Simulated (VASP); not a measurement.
# PF2 (P6/mmm) in VASP: a series of runs

PF2 is run at these levels: PBE+D3(BJ); tasks: relaxation of cell and atoms, single point.

Program: VASP 6.6.1. These are calculated values, not measurements. Logs are shortened: lines on timing, memory, paths and dates and some standing lists are left out, and cuts for length are marked.

### 1 The cell of the first run

Symmetry: P6/mmm, No. 191, hexagonal system. The conventional cell has a = 3.925 Å, b = 3.925 Å, c = 2.831 Å, α = 90.00°, β = 90.00°, γ = 120.00°. P (site symmetry 6/mmm) has 12 F at 2.67 Å and 2 P at 2.83 Å within 3.5 Å. F (site symmetry -6m2) has 5 F at 2.27 to 2.83 Å and 6 P at 2.67 Å within 3.0 Å.

The cell was built from a structure type or drawn by symmetry, and may not be a known phase.

### 2 Relaxation of cell and atoms, PBE+D3(BJ)

Contents of INCAR:

```
PREC     = Accurate       # precision mode
ENCUT    = 600            # plane-wave cutoff, eV
EDIFF    = 1E-6           # SCF threshold, eV
ISMEAR   = 0              # smearing method
SIGMA    = 0.1            # smearing width, eV
LREAL    = False          # projectors in reciprocal space
LASPH    = True           # aspherical terms in the spheres
NELM     = 100            # most SCF steps
ALGO     = Normal         # electronic algorithm
ISIF     = 3              # what is computed and relaxed
LWAVE    = False          # write WAVECAR
LCHARG   = False          # write CHGCAR
GGA      = PE             # functional
IVDW     = 12             # dispersion correction
IBRION   = 2              # ionic algorithm
NSW      = 90             # ionic steps
EDIFFG   = -0.04          # ionic threshold
```

Contents of KPOINTS:

```
regular mesh
0
Gamma
  6 6 6
```

Contents of POSCAR:

```
PF2
1.0
    3.9253549200      0.0000000000      0.0000000000
   -1.9626774600      3.3994570800      0.0000000000
    0.0000000000      0.0000000000      2.8309504600
P F
1 2
Direct
    0.0000000000      0.0000000000      0.0000000000
    0.3333333300      0.6666666700      0.5000000000
    0.6666666700      0.3333333300      0.5000000000
```

Potentials or basis: VASP PAW PBE potentials, release 64 (P, F).

The run is started by

```bash
> cat potpaw_PBE.64/P/POTCAR potpaw_PBE.64/F/POTCAR > POTCAR
> mpirun -np 1 vasp_std > vasp.out
```

OUTCAR:

```text
PREC = Accurate
   ENCUT = 600
   EDIFF = 1E-6
   ISMEAR = 0
   LREAL = False
   LASPH = True
   NELM = 100
   ISIF = 3
   GGA = PE
   IVDW = 12
   IBRION = 2
   NSW = 90
   EDIFFG = -0.04
 IVDW          = 12

 ion  position               nearest neighbor table
   1  0.000  0.000  0.000-
   2  0.333  0.667  0.500-
   3  0.667  0.333  0.500-

  LATTYP: Found a hexagonal cell.
 ALAT       =     3.9253549200
 C/A-ratio  =     0.7211960492

  Lattice vectors:

 A1 = (   3.9253549200,   0.0000000000,   0.0000000000)
 A2 = (  -1.9626774600,   3.3994570800,   0.0000000000)
 A3 = (   0.0000000000,   0.0000000000,   2.8309504600)

Analysis of symmetry for initial positions (statically):
=====================================================================
 Subroutine PRICEL returns:
 Original cell was already a primitive cell.

 Routine SETGRP: Setting up the symmetry group for a
 hexagonal supercell.

 Subroutine GETGRP returns: Found 24 space group operations
 (whereof 24 operations were pure point group operations)
 out of a pool of 24 trial point group operations.

The static configuration has the point symmetry D_6h.

Analysis of symmetry for dynamics (positions and initial velocities):
=====================================================================
 Subroutine PRICEL returns:
 Original cell was already a primitive cell.

 Routine SETGRP: Setting up the symmetry group for a
 hexagonal supercell.

 Subroutine GETGRP returns: Found 24 space group operations
 (whereof 24 operations were pure point group operations)
 out of a pool of 24 trial point group operations.

The dynamic configuration has the point symmetry D_6h.

 Subroutine INISYM returns: Found 24 space group operations
 (whereof 24 operations are pure point group operations),
 and found     1 'primitive' translations

----------------------------------------------------------------------------------------

                                     Primitive cell

  volume of cell :      37.7764

  direct lattice vectors                    reciprocal lattice vectors
     3.925354920  0.000000000  0.000000000     0.254754034  0.147082310  0.000000000
    -1.962677460  3.399457080  0.000000000     0.000000000  0.294164620  0.000000000
     0.000000000  0.000000000  2.830950460     0.000000000  0.000000000  0.353238255

  length of vectors
     3.925354920  3.925354920  2.830950460     0.294164620  0.294164620  0.353238255

  position of ions in fractional coordinates (direct lattice)
     0.000000000  0.000000000  0.000000000
     0.333333330  0.666666670  0.500000000
     0.666666670  0.333333330  0.500000000

  ion indices of the primitive-cell ions
   primitive index   ion index
                 1           1
                 2           2
                 3           3

----------------------------------------------------------------------------------------

 KPOINTS: regular mesh

Automatic generation of k-mesh.
 Grid dimensions read from file:
 generate k-points for:    6    6    6

 Generating k-lattice:

  Cartesian coordinates                     Fractional coordinates (reciprocal lattice)
     0.042459006  0.024513718  0.000000000     0.166666667  0.000000000  0.000000000
     0.000000000  0.049027437  0.000000000     0.000000000  0.166666667  0.000000000
     0.000000000  0.000000000  0.058873042     0.000000000  0.000000000  0.166666667

  Length of vectors
     0.049027437  0.049027437  0.058873042

  Shift w.r.t. Gamma in fractional coordinates (k-lattice)
     0.000000000  0.000000000  0.000000000

 Subroutine IBZKPT returns following result:
 ===========================================

 Found     28 irreducible k-points:

 Following reciprocal coordinates:
            Coordinates               Weight
  0.000000  0.000000  0.000000      1.000000
  0.166667 -0.000000  0.000000      6.000000
  0.333333  0.000000  0.000000      6.000000
  0.500000 -0.000000  0.000000      3.000000
  0.166667  0.166667  0.000000      6.000000
  0.333333  0.166667  0.000000     12.000000
[... 16 lines left out ...]
  0.166667 -0.000000  0.500000      6.000000
  0.333333  0.000000  0.500000      6.000000
 [... further k-points ...]
   k-points           NKPTS =     28   k-points in BZ     NKDIM =     28   number of bands    NBANDS=     13
   number of dos      NEDOS =    301   number of ions     NIONS =      3
   total plane-waves  NPLWV =  24576
   dimension x,y,z NGX =    32 NGY =   32 NGZ =   24
   dimension x,y,z NGXF=    64 NGYF=   64 NGZF=   48
   ions per type =               1   2
   NGX,Y,Z   is equivalent  to a cutoff of  13.55, 13.55, 14.09 a.u.
   NGXF,Y,Z  is equivalent  to a cutoff of  27.11, 27.11, 28.19 a.u.
 SYSTEM =  unknown system
   PREC   = accura    normal or accurate (medium, high low for compatibility)
   ISTART =      0    job   : 0-new  1-cont  2-samecut
   ICHARG =      2    charge: 1-file 2-atom 10-const
   ISPIN  =      1    spin polarized calculation?
[... 34 lines left out ...]
   LEPSILON=     F    determine dielectric tensor
   LRPA    =     F    only Hartree local field effects (RPA)
 conjugate gradient relaxation of ions
 non-spin polarized calculation
 Gauss-broadening in eV      SIGMA  =   0.10
  energy-cutoff  :      600.00
  volume of cell :       37.78
 maximum number of plane-waves:      1277
 NGX is ok and might be reduce to    32
   NGX = 15   NGY = 15   NGZ = 11

--------------------------------------- Ionic step        1  -------------------------------------------

 number of electron      19.0000004 magnetization

 Free energy of the ion-electron system (eV)
  ---------------------------------------------------
  ext. energy  EPLUGINS =         0.00000000
  ---------------------------------------------------
  free energy    TOTEN  =        -9.51693999 eV

  energy without entropy =       -9.51076870  energy(sigma->0) =       -9.51385435

 E-fermi :   2.9480     XC(G=0): -10.3596

 val. band max:        2.9393782050   @ k =   0.3333   0.0000   0.0000
 cond. band min:       3.0216165350   @ k =   0.5000  -0.0000   0.0000
 fundamental gap:      0.0822383300
 Fermi energy:         2.9480260940

 k-point     1 :       0.0000    0.0000    0.0000
  band No.  band energies     occupation
      1     -19.5949      2.00000
      2     -17.8771      2.00000
      3      -7.2899      2.00000
      4      -1.3708      2.00000
      5      -1.3708      2.00000
      6      -0.2786      2.00000
      7      -0.2786      2.00000
      8      -0.0774      2.00000
      9       1.1889      2.00000
     10       4.6464      0.00000
     11       4.6464      0.00000
     12       7.3476      0.00000
     13      10.6195      0.00000
[... 353 lines left out ...]
 k-point    24 :       0.3333    0.0000    0.5000
  band No.  band energies     occupation
      1     -18.9176      2.00000
      2     -18.0476      2.00000
      3      -5.9391      2.00000
      4      -2.1957      2.00000
      5      -1.6704      2.00000
      6      -1.3829      2.00000
      7      -0.3347      2.00000
      8       0.3729      2.00000
      9       1.6054      2.00000
     10       2.5422      2.00000
     11       3.5222      0.00000
     12       4.6769      0.00000
     13      12.9437      0.00000

 [... further k-points ...]

------------------------ aborting loop because EDIFF is reached ----------------------------------------

 Edisp (eV)   -0.42056

 E8    (eV) :    -0.1347

  FORCE on cell =-STRESS in cart. coord.  units (eV):
  Direction    XX          YY          ZZ          XY          YZ          ZX
  --------------------------------------------------------------------------------------
  -------------------------------------------------------------------------------------
  Total       0.21247     0.21247    -7.70036    -0.00000    -0.00000    -0.00000
  in kB       9.01132     9.01132  -326.58854    -0.00000    -0.00000    -0.00000
  external pressure =     -102.86 kB  Pullay stress =        0.00 kB
[... 268 lines left out ...]
  energy  without entropy=      -10.6994991160  energy(sigma->0) =      -10.69951558

--------------------------------------- Ionic step        8  -------------------------------------------

 number of electron      19.0000009 magnetization

 Free energy of the ion-electron system (eV)
  ---------------------------------------------------
  ext. energy  EPLUGINS =         0.00000000
  ---------------------------------------------------
  free energy    TOTEN  =       -10.20896119 eV

  energy without entropy =      -10.20891855  energy(sigma->0) =      -10.20893987

 E-fermi :   4.7544     XC(G=0): -11.2738

 val. band max:        4.5739773376   @ k =   0.0000   0.0000   0.3333
 cond. band min:       4.9604179071   @ k =   0.3333   0.0000   0.0000
 fundamental gap:      0.3864405695
 Fermi energy:         4.7544011773

 k-point     1 :       0.0000    0.0000    0.0000
  band No.  band energies     occupation
      1     -18.6716      2.00000
      2     -16.5975      2.00000
      3      -6.2442      2.00000
      4      -0.4974      2.00000
      5      -0.4974      2.00000
      6       0.4092      2.00000
      7       0.4092      2.00000
      8       2.5167      2.00000
      9       3.5009      2.00000
     10       6.7692      0.00000
     11       6.7692      0.00000
     12      13.2062      0.00000
     13      13.4790      0.00000
[... 353 lines left out ...]
 k-point    24 :       0.3333    0.0000    0.5000
  band No.  band energies     occupation
      1     -17.3779      2.00000
      2     -16.4195      2.00000
      3      -3.3950      2.00000
      4      -1.5189      2.00000
      5      -0.2506      2.00000
      6      -0.0441      2.00000
      7       0.8423      2.00000
      8       1.6836      2.00000
      9       3.1143      2.00000
     10       3.7384      2.00000
     11       6.2449      0.00000
     12       7.6238      0.00000
     13      14.2472      0.00000

 [... further k-points ...]

------------------------ aborting loop because EDIFF is reached ----------------------------------------

 Edisp (eV)   -0.49075

 E8    (eV) :    -0.1569

  FORCE on cell =-STRESS in cart. coord.  units (eV):
  Direction    XX          YY          ZZ          XY          YZ          ZX
  --------------------------------------------------------------------------------------
  -------------------------------------------------------------------------------------
  Total      -0.00187    -0.00187    -0.00127     0.00000    -0.00000     0.00000
  in kB      -0.09529    -0.09529    -0.06504     0.00000    -0.00000     0.00000
  external pressure =       -0.09 kB  Pullay stress =        0.00 kB
[... 18 lines left out ...]
  FREE ENERGIE OF THE ION-ELECTRON SYSTEM (eV)
  ---------------------------------------------------
  free  energy   TOTEN  =       -10.6997139932 eV

  energy  without entropy=      -10.6996713538  energy(sigma->0) =      -10.69969267

 reached required accuracy - stopping structural energy minimisation
```

It took 35 s on 1 thread of Intel Xeon Platinum 8488C (Sapphire Rapids), shared host; peak memory 0.18 GiB.

What came out:

```
Free energy                           : -10.6997 eV
Relaxed volume                        : 10.47 Å³/atom
Relaxed cell                          : a = 3.868 Å, b = 3.868 Å, c = 2.424 Å, α = 90.00°, β = 90.00°, γ = 120.00°
Space group after relaxing (to 0.1 Å) : P6/mmm (No. 191)
Energy gained by relaxing             : 254.1 meV/atom
Ionic steps                           : 8
Pressure after relaxing               : 0.0 GPa
Band gap on the k mesh                : zero (an odd number of electrons rules out a gap without spin polarisation)
Dispersion energy per atom            : -0.164 eV
```

The path:
```
step  energy change (eV)  largest force (eV/Å)  pressure (GPa)  volume (Å³)
   1              0.0000                0.0000          -10.29        37.78
   2             -0.7207                0.0000           -6.31        33.33
   3             -0.7360                0.0000           -4.76        32.82
   4             -0.7364                0.0000           -4.46        32.72
   5             -0.7602                0.0000            1.66        31.01
   6             -0.7615                0.0000            0.34        31.32
   7             -0.7620                0.0000           -0.14        31.44
   8             -0.7622                0.0000           -0.01        31.40
```

Final structure:
```
P F
1.0
     3.86772    0.00000    0.00000
    -1.93386    3.34955    0.00000
     0.00000    0.00000    2.42386
P F
1 2
Direct
  0.00000 0.00000 0.00000
  0.33333 0.66667 0.50000
  0.66667 0.33333 0.50000
```

Caveat: the k points lie up to 0.43 Å⁻¹ apart in the final cell, too coarse for converged energies and pressures of a metal; the volume moved by over 15 % at a fixed basis, so the end points are rough; an odd number of electrons without spin polarisation forces a metal; a magnetic or distorted state may lie lower.

### 3 Single point, PBE+D3(BJ)

This run uses another cell than the first one, of 10.48 Å³/atom.

Contents of INCAR:

```
PREC = Accurate
ENCUT = 520
EDIFF = 1E-6
ISMEAR = 0
SIGMA = 0.1
LREAL = F
LASPH = T
NELM = 80
ALGO = Normal
ISIF = 2
LWAVE = F
LCHARG = F
GGA = PE
IVDW = 12
NBANDS = 16
```

Contents of KPOINTS:

```
Automatic mesh
0
Gamma
  12 12 18
```

Contents of POSCAR:

```
PF2
1.0
    3.8783585997      0.0000000000      0.0000000000
   -1.9391792999      3.3587570724      0.0000000000
    0.0000000000      0.0000000000      2.4125810554
P F
1 2
Direct
    0.0000000000      0.0000000000      0.0000000000
    0.3333333333      0.6666666667      0.5000000000
    0.6666666667      0.3333333333      0.5000000000
```

Potentials or basis: VASP PAW PBE potentials, release 64 (P, F).

The run is started by

```bash
> cat potpaw_PBE.64/P/POTCAR potpaw_PBE.64/F/POTCAR > POTCAR
> mpirun -np 1 vasp_std > vasp.out
```

It took 46 s on 1 thread of Intel Xeon Platinum 8488C (Sapphire Rapids), shared host; peak memory 0.21 GiB.

It converged, with:

- Free energy: -10.6157 eV
- Pressure: -0.4 GPa
- Band gap on the k mesh: zero (an odd number of electrons rules out a gap without spin polarisation)
- Dispersion energy per atom: -0.163 eV

Levels at points of the mesh, in eV from the Fermi level:
| k point | band 6 | band 7 | band 8 | band 9 | band 10 | band 11 | band 12 | band 13 | band 14 | band 15 |
| --- | --- | --- | --- | --- | --- | --- | --- | --- | --- | --- |
| (0.00, 0.00, 0.00) | -4.77 | -4.77 | -2.54 | -1.58 | 1.55 | 1.55 | 8.07 | 8.29 | 12.51 | 12.51 |
| (0.50, 0.00, 0.00) | -3.31 | -2.33 | -2.18 | -1.88 | -0.07 | 1.34 | 7.76 | 9.31 | 11.36 | 13.41 |
| (0.00, 0.00, 0.50) | -4.58 | -4.10 | -3.14 | -2.70 | -2.70 | 1.52 | 1.52 | 9.58 | 9.58 | 10.61 |
| (0.50, 0.00, 0.50) | -5.28 | -4.44 | -2.71 | -1.84 | -1.74 | 0.95 | 2.73 | 8.98 | 10.11 | 13.45 |

Caveat: an odd number of electrons without spin polarisation forces a metal; a magnetic or distorted state may lie lower.

### 4 Relaxation of cell and atoms, PBE+D3(BJ)

This run uses another cell than the first one, of 10.51 Å³/atom.

Contents of INCAR:

```
PREC = Accurate
ENCUT = 600
EDIFF = 1E-7
ISMEAR = 0
SIGMA = 0.1
LREAL = False
LASPH = True
NELM = 80
ALGO = Normal
ISIF = 3
LWAVE = False
LCHARG = False
GGA = PE
IVDW = 12
IBRION = 2
NSW = 100
EDIFFG = -0.01
```

KPOINTS is that of step 3.

Contents of POSCAR:

```
PF2
1.0
    3.8736313658      0.0000000000      0.0000000000
   -1.9368156829      3.3546631677      0.0000000000
    0.0000000000      0.0000000000      2.4264091446
P F
1 2
Direct
    0.0000000000      0.0000000000      0.0000000000
    0.3333333333      0.6666666667      0.5000000000
    0.6666666667      0.3333333333      0.5000000000
```

The run is started by

```bash
> cat potpaw_PBE.64/P/POTCAR potpaw_PBE.64/F/POTCAR > POTCAR
> mpirun -np 1 vasp_std > vasp.out
```

Run time: 67 s. Hardware: 1 thread of Intel Xeon Platinum 8488C (Sapphire Rapids), shared host; peak memory 0.23 GiB.

Results (log left out):

```yaml
Free_energy: -10.6187 eV
Relaxed_volume: 10.44 Å³/atom
Relaxed_cell: a = 3.875 Å, b = 3.875 Å, c = 2.409 Å, α = 90.00°, β = 90.00°, γ = 120.00°
Space_group_after_relaxing_to_0.1_Å: P6/mmm (No. 191)
Energy_gained_by_relaxing: 0.6 meV/atom
Ionic_steps: 3
Pressure_after_relaxing: -0.1 GPa
Band_gap_on_the_k_mesh: zero (an odd number of electrons rules out a gap without spin polarisation)
Dispersion_energy_per_atom: -0.164 eV
```

Stress tensor (GPa, compression positive):
```
-0.11  0.00  0.00
 0.00 -0.11  0.00
 0.00  0.00  0.00
```

The path:
```csv
step,energy change (eV),largest force (eV/Å),pressure (GPa),volume (Å³)
1,0.0000,0.0000,-0.76,31.53
2,-0.0017,0.0000,0.02,31.30
3,-0.0017,0.0000,-0.07,31.33
```

Final structure:
```
P F
1.0
     3.87478    0.00000    0.00000
    -1.93739    3.35565    0.00000
     0.00000    0.00000    2.40946
P F
1 2
Direct
  0.00000 0.00000 0.00000
  0.33333 0.66667 0.50000
  0.66667 0.33333 0.50000
```

Levels at points of the mesh, in eV from the Fermi level:
```tsv
k point	band 7	band 8	band 9	band 10	band 11	band 12	band 13
(0.00, 0.00, 0.00)	-4.80	-2.55	-1.59	1.56	1.56	8.11	8.29
(0.50, 0.00, 0.00)	-2.34	-2.19	-1.89	-0.08	1.34	7.79	9.31
(0.00, 0.00, 0.50)	-4.13	-3.14	-2.72	-2.72	1.53	1.53	9.58
(0.50, 0.00, 0.50)	-4.45	-2.73	-1.85	-1.75	0.95	2.74	8.98
```

Caveat: an odd number of electrons without spin polarisation forces a metal; a magnetic or distorted state may lie lower.

### 5 Overview

```csv
task,cell,k mesh,cutoff (eV),gap on the mesh (eV),pressure (GPa),relaxed volume (Å³/atom)
relaxation of cell and atoms,"relaxed from a = 3.925, b = 3.925, c = 2.831 Å, angles 90.0, 90.0, 120.0°, 3 atoms",6 × 6 × 6,600,none,0.0,10.47
single point,"a = 3.878, b = 3.878, c = 2.413 Å, angles 90.0, 90.0, 120.0°, 3 atoms",12 × 12 × 18,520,none,-0.4,-
relaxation of cell and atoms,"relaxed from a = 3.874, b = 3.874, c = 2.426 Å, angles 90.0, 90.0, 120.0°, 3 atoms",12 × 12 × 18,600,none,-0.1,10.44
```

Alike in all rows: level PBE+D3(BJ); potentials or basis VASP PAW PBE potentials, release 64 (P, F); no spin polarisation; smearing gaussian 0.1 eV.

Caveats: some runs use coarse meshes; an odd number of electrons without spin polarisation forces a metal; a magnetic or distorted state may lie lower; the volume moved by over 15 % at a fixed basis, so the end points are rough (at least some runs).

Absolute energies hang on the potentials; compare differences alone.
